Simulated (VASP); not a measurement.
# CsNaS2 (R-3m) in VASP: single point with r2SCAN

Aim: the single point of CsNaS2 with r2SCAN.

Everything below comes from runs of VASP 6.6.1. Logs are shortened: lines on timing, memory, paths and dates and some standing lists are left out, and cuts for length are marked.

## 1. The cell of the first run

Symmetry: R-3m, No. 166, trigonal system. The conventional cell has a = 4.057 Å, b = 4.057 Å, c = 22.976 Å, α = 90.00°, β = 90.00°, γ = 120.00°. Within 3.7 Å of Na (site symmetry -3m) lie 6 S at 2.77 Å. S (site symmetry 3m) has 3 Na at 2.77 Å and 3 Cs at 3.32 Å within 3.7 Å. Within 4.4 Å of Cs (site symmetry -3m) lie 6 S at 3.32 Å and 6 Cs at 4.06 Å.

## 2. Single point, r2SCAN

Contents of POSCAR:

```
CsNaS2
1.0
    4.0566860000      0.0000000000      0.0000000000
   -2.0283430000      3.5131950000      0.0000000000
    0.0000000000     -2.3421260000      7.6586020000
Na S Cs
1 2 1
Direct
    0.5000000000      0.0000000000      0.5000000000
    0.2311000000      0.4622000000      0.6933000000
    0.7689000000      0.5378000000      0.3067000000
    0.0000000000      0.0000000000      0.0000000000
```

Contents of INCAR.step1:

```
SYSTEM = CsNaS2
ALGO = Normal
EDIFF = 1E-4
ENCUT = 520
GGA = PE
ISMEAR = -5
LASPH = .TRUE.
LCHARG = .FALSE.
LREAL = .FALSE.
LWAVE = .TRUE.
NBANDS = 22
NELM = 100
PREC = Accurate
SIGMA = 0.1
```

Contents of INCAR.step2:

```
SYSTEM = CsNaS2
ALGO = Normal
EDIFF = 1E-6
ENCUT = 520
ISIF = 2
ISMEAR = -5
ISTART = 1
LASPH = .TRUE.
LCHARG = .TRUE.
LELF = .TRUE.
LMIXTAU = .TRUE.
LREAL = .FALSE.
LVHAR = .TRUE.
LWAVE = .FALSE.
METAGGA = R2SCAN
NBANDS = 22
NELM = 100
PREC = Accurate
SIGMA = 0.1
```

Contents of KPOINTS:

```
k-points
0
G
  8 8 8
  0 0 0
```

Potentials or basis: VASP PAW PBE potentials, release 64 (Na_pv, S, Cs_sv).

Launch:

```
> cat potpaw_PBE.64/Na_pv/POTCAR potpaw_PBE.64/S/POTCAR potpaw_PBE.64/Cs_sv/POTCAR > POTCAR
> cp INCAR.step1 INCAR
> mpirun -np 1 vasp_std > vasp.out
> cp INCAR.step2 INCAR
> mpirun -np 1 vasp_std > vasp.out
```

OUTCAR:

```text
SYSTEM = CsNaS2
   EDIFF = 1E-6
   ENCUT = 520
   ISIF = 2
   ISMEAR = -5
   ISTART = 1
   LASPH = .TRUE.
   LREAL = .FALSE.
   METAGGA = R2SCAN
   NELM = 100
   PREC = Accurate

 ion  position               nearest neighbor table
   1  0.500  0.000  0.500-   3 2.77   2 2.77   2 2.77   3 2.77   2 2.77   3 2.77
   2  0.231  0.462  0.693-   1 2.77   1 2.77   1 2.77
   3  0.769  0.538  0.307-   1 2.77   1 2.77   1 2.77
   4  0.000  0.000  0.000-

  LATTYP: Found a trigonal (rhomboedric) cell.
 ALAT       =     8.0087289125
 COS(alpha) =     0.8717120486

  Lattice vectors:

 A1 = (   0.0000000000,  -2.3421260000,   7.6586020000)
 A2 = (   2.0283430000,   1.1710690000,   7.6586020000)
 A3 = (  -2.0283430000,   1.1710690000,   7.6586020000)

Analysis of symmetry for initial positions (statically):
=====================================================================
 Subroutine PRICEL returns:
 Original cell was already a primitive cell.

 Routine SETGRP: Setting up the symmetry group for a
 trigonal (rhombohedral) supercell.

 Subroutine GETGRP returns: Found 12 space group operations
 (whereof 12 operations were pure point group operations)
 out of a pool of 12 trial point group operations.

The static configuration has the point symmetry D_3d.

Analysis of symmetry for dynamics (positions and initial velocities):
=====================================================================
 Subroutine PRICEL returns:
 Original cell was already a primitive cell.

 Routine SETGRP: Setting up the symmetry group for a
 trigonal (rhombohedral) supercell.

 Subroutine GETGRP returns: Found 12 space group operations
 (whereof 12 operations were pure point group operations)
 out of a pool of 12 trial point group operations.

The dynamic configuration has the point symmetry D_3d.

 Subroutine INISYM returns: Found 12 space group operations
 (whereof 12 operations are pure point group operations),
 and found     1 'primitive' translations

----------------------------------------------------------------------------------------

                                     Primitive cell

  volume of cell :     109.1499

  direct lattice vectors                    reciprocal lattice vectors
     4.056686000  0.000000000  0.000000000     0.246506631  0.142320594  0.043523970
    -2.028343000  3.513195000  0.000000000     0.000000000  0.284641188  0.087047940
     0.000000000 -2.342126000  7.658602000     0.000000000  0.000000000  0.130572133

  length of vectors
     4.056686000  4.056687618  8.008728913     0.287949660  0.297654078  0.130572133

  position of ions in fractional coordinates (direct lattice)
     0.500000000  0.000000000  0.500000000
     0.231100000  0.462200000  0.693300000
     0.768900000  0.537800000  0.306700000
     0.000000000  0.000000000  0.000000000

  ion indices of the primitive-cell ions
   primitive index   ion index
                 1           1
                 2           2
                 3           3
                 4           4

----------------------------------------------------------------------------------------

 KPOINTS: k-points

Automatic generation of k-mesh.
 Grid dimensions read from file:
 generate k-points for:    8    8    8

 Generating k-lattice:

  Cartesian coordinates                     Fractional coordinates (reciprocal lattice)
     0.030813329  0.017790074  0.005440496     0.125000000  0.000000000  0.000000000
     0.000000000  0.035580149  0.010880993     0.000000000  0.125000000  0.000000000
     0.000000000  0.000000000  0.016321517     0.000000000  0.000000000  0.125000000

  Length of vectors
     0.035993708  0.037206760  0.016321517

  Shift w.r.t. Gamma in fractional coordinates (k-lattice)
     0.000000000  0.000000000  0.000000000

 TETIRR: Found    754 inequivalent tetrahedra from     3072

 Subroutine IBZKPT returns following result:
 ===========================================

 Found     65 irreducible k-points:

 Following reciprocal coordinates:
            Coordinates               Weight
  0.000000  0.000000  0.000000      1.000000
  0.125000  0.000000  0.000000      6.000000
  0.250000  0.000000  0.000000      6.000000
  0.375000 -0.000000 -0.000000      6.000000
  0.500000  0.000000  0.000000      3.000000
  0.000000  0.125000  0.000000      6.000000
[... 16 lines left out ...]
  0.125000  0.000000  0.125000      6.000000
  0.250000  0.000000  0.125000      6.000000
 [... further k-points ...]
   k-points           NKPTS =     65   k-points in BZ     NKDIM =     65   number of bands    NBANDS=     22
   number of dos      NEDOS =    301   number of ions     NIONS =      4
   total plane-waves  NPLWV =  54000
   dimension x,y,z NGX =    30 NGY =   30 NGZ =   60
   dimension x,y,z NGXF=    60 NGYF=   60 NGZF=  120
   ions per type =               1   2   1
   NGX,Y,Z   is equivalent  to a cutoff of  12.29, 12.29, 12.45 a.u.
   NGXF,Y,Z  is equivalent  to a cutoff of  24.59, 24.59, 24.91 a.u.
 SYSTEM =  CsNaS2
   PREC   = accura    normal or accurate (medium, high low for compatibility)
   ISTART =      1    job   : 0-new  1-cont  2-samecut
   ICHARG =      0    charge: 1-file 2-atom 10-const
   ISPIN  =      1    spin polarized calculation?
   LNONCOLLINEAR =      F non collinear calculations
   LSORBIT =      F    spin-orbit coupling
   LASPH  =      T    aspherical Exc in radial PAW
   ENCUT  =  520.0 eV  38.22 Ry    6.18 a.u.   7.54  7.54 14.89*2*pi/ulx,y,z
   NELM   =    100;   NELMIN=  2; NELMDL=  0     # of ELM steps
   EDIFF  = 0.1E-05   stopping-criterion for ELM
   LREAL  =      F    real-space projection
   EDIFFG = 0.1E-04   stopping-criterion for IOM
   NSW    =      0    number of steps for IOM
   IBRION =     -1    ionic relax: 0-MD 1-quasi-New 2-CG
   NFREE  =      0    steps in history (QN), initial steepest desc. (CG)
   ISIF   =      2    stress and relaxation
   ISYM   =      2    0-nonsym 1-usesym 2-fastsym
   POTIM  = 0.5000    time-step for ionic-motion
   TEBEG  =    0.0;   TEEND  =   0.0 temperature during run
   PSTRESS=    0.0 pullay stress
   NELECT =      28.0000    total number of electrons
   NUPDOWN=      -1.0000    fix difference up-down
   EMIN   =  10.00;   EMAX   =-10.00  energy-range for DOS
   EFERMI =   0.00;   METHOD = LEGACY
   ISMEAR =    -5;   SIGMA  =   0.10  broadening in eV -4-tet -1-fermi 0-gaus
   EFERMI_NEDOS =   21; number of points for ismear=-14 and -15
   IALGO  =     38    algorithm
   IMIX   =      4    mixing-type and parameters
     AMIX     =   0.40;   BMIX     =  1.00
     AMIX_MAG =   1.60;   BMIX_MAG =  1.00
  volume/ion in A,a.u.               =      27.29       184.14
  Fermi-wavevector in a.u.,A,eV,Ry     =   1.040207  1.965706 14.721921  1.082031
  Thomas-Fermi vector in A             =   2.174772
   LORBIT       =      0    0 simple, 1 ext, 2 COOP (PROOUT), +10 PAW based schemes
   METAGGA = R2SCAN    functional components
   LHFCALC =     F    Hartree Fock is set to
   AEXX    =    0.0000 exact exchange contribution
   IVDW    =     0    specifies the selected vdW correction
   LEPSILON=     F    determine dielectric tensor
   LRPA    =     F    only Hartree local field effects (RPA)
 non-spin polarized calculation
 Fermi weights with tetrahedron method with Bloechl corrections
  energy-cutoff  :      520.00
  volume of cell :      109.15
 maximum number of plane-waves:      2965
   NGX = 15   NGY = 15   NGZ = 29

 number of electron      28.0000000 magnetization

 Free energy of the ion-electron system (eV)
  ---------------------------------------------------
  ext. energy  EPLUGINS =         0.00000000
  ---------------------------------------------------
  free energy    TOTEN  =       -45.98896313 eV

  energy without entropy =      -45.98896313  energy(sigma->0) =      -45.98896313

 E-fermi :   0.8719     XC(G=0):  -9.0610

 val. band max:        0.9015108216   @ k =   0.0000   0.0000   0.2500
 cond. band min:       0.8607197917   @ k =   0.2500   0.1250   0.0000
 fundamental gap:     -0.0407910300
 Fermi energy:         0.8718939692

 k-point     1 :       0.0000    0.0000    0.0000
  band No.  band energies     occupation
      1     -21.3826      2.00000
      2     -21.3603      2.00000
      3     -21.3594      2.00000
      4     -20.2462      2.00000
      5     -10.5231      2.00000
      6     -10.4082      2.00000
[... 14 lines left out ...]
     21       9.5488      0.00000
     22       9.5489      0.00000

 k-point     2 :       0.1250    0.0000    0.0000
  band No.  band energies     occupation
      1     -21.3818      2.00000
      2     -21.3629      2.00000
      3     -21.3603      2.00000
      4     -20.2183      2.00000
      5     -10.4947      2.00000
      6     -10.3440      2.00000
[... 14 lines left out ...]
     21       9.3690      0.00000
     22       9.6269      0.00000

 k-point     3 :       0.2500    0.0000    0.0000
  band No.  band energies     occupation
      1     -21.3800      2.00000
      2     -21.3699      2.00000
      3     -21.3618      2.00000
      4     -20.1496      2.00000
      5     -10.3925      2.00000
      6     -10.2242      2.00000
[... 14 lines left out ...]
     21       9.3578      0.00000
     22       9.6301      0.00000

 k-point     4 :       0.3750   -0.0000   -0.0000
  band No.  band energies     occupation
      1     -21.3789      2.00000
      2     -21.3761      2.00000
      3     -21.3632      2.00000
      4     -20.0790      2.00000
      5     -10.2637      2.00000
      6     -10.1366      2.00000
[... 14 lines left out ...]
     21       9.6199      0.00000
     22      10.5013      0.00000

 k-point     5 :       0.5000    0.0000    0.0000
  band No.  band energies     occupation
      1     -21.3806      2.00000
      2     -21.3766      2.00000
      3     -21.3638      2.00000
      4     -20.0492      2.00000
      5     -10.2085      2.00000
      6     -10.1047      2.00000
[... 417 lines left out ...]
 k-point    22 :       0.0000    0.0000    0.1250
  band No.  band energies     occupation
      1     -21.3826      2.00000
      2     -21.3603      2.00000
      3     -21.3594      2.00000
      4     -20.2461      2.00000
      5     -10.6074      2.00000
      6     -10.3148      2.00000
[... 14 lines left out ...]
     21       9.4993      0.00000
     22       9.4994      0.00000

 k-point    23 :       0.1250    0.0000    0.1250
  band No.  band energies     occupation
      1     -21.3819      2.00000
      2     -21.3629      2.00000
      3     -21.3603      2.00000
      4     -20.2182      2.00000
      5     -10.5806      2.00000
      6     -10.2478      2.00000
[... 14 lines left out ...]
     21       9.3635      0.00000
     22       9.6130      0.00000

 k-point    24 :       0.2500    0.0000    0.1250
  band No.  band energies     occupation
      1     -21.3800      2.00000
      2     -21.3699      2.00000
      3     -21.3618      2.00000
      4     -20.1496      2.00000
      5     -10.4332      2.00000
      6     -10.1825      2.00000
[... 14 lines left out ...]
     21       9.5723      0.00000
     22       9.6064      0.00000

 [... further k-points ...]
[... 5 lines left out ...]
  --------------------------------------------------------------------------------------
  -------------------------------------------------------------------------------------
  Total        2.1129060      2.1129082      1.4668420      0.0000000      0.0000008      0.0000000
  in kB       31.0147013     31.0147343     21.5313258      0.0000000      0.0000112      0.0000000
  external PRESSURE =      27.8535871 kB  Pullay stress =       0.0000000 kB

 VOLUME and BASIS-vectors are now :
 -----------------------------------------------------------------------------
  energy-cutoff  :      520.00
  volume of cell :      109.15
      direct lattice vectors                 reciprocal lattice vectors
     4.056686000  0.000000000  0.000000000     0.246506631  0.142320594  0.043523970
    -2.028343000  3.513195000  0.000000000     0.000000000  0.284641188  0.087047940
     0.000000000 -2.342126000  7.658602000     0.000000000  0.000000000  0.130572133

 POSITION                                       TOTAL-FORCE (eV/Angst)
 -----------------------------------------------------------------------------------
      2.02834     -1.17106      3.82930         0.000000      0.000000      0.000000
     -0.00000      0.00000      5.30971         0.000000     -0.000000     -0.328803
      2.02834      1.17107      2.34889         0.000000      0.000000      0.328803
      0.00000      0.00000      0.00000         0.000000      0.000000      0.000000
 -----------------------------------------------------------------------------------
    total drift:                                0.000000     -0.000000      0.000000

  FREE ENERGIE OF THE ION-ELECTRON SYSTEM (eV)
  ---------------------------------------------------
  free  energy   TOTEN  =       -45.9889631259 eV

  energy  without entropy=      -45.9889631259  energy(sigma->0) =      -45.98896313
```

It took 12 min on 1 thread of Oxide Virtual Turin-like, shared host; peak memory 0.29 GiB.

Results:

```yaml
Free_energy: -45.9890 eV
Pressure: 2.8 GPa
Largest_force: 0.329 eV/Å
Band_gap_on_the_k_mesh: zero (band 14 reaches 1.23 eV, above the bottom of band 15 at 0.60 eV)
```

Forces on the atoms (eV/Å):
```
Na   0.000  0.000  0.000
S    0.000  0.000 -0.329
S    0.000  0.000  0.329
Cs   0.000  0.000  0.000
```

Caveat: the PAW data sets were made with another functional, which shifts forces and pressure a little; spin-orbit coupling is left out, which moves the levels of the heavy elements; tetrahedron occupations give inexact forces and stress in metals.
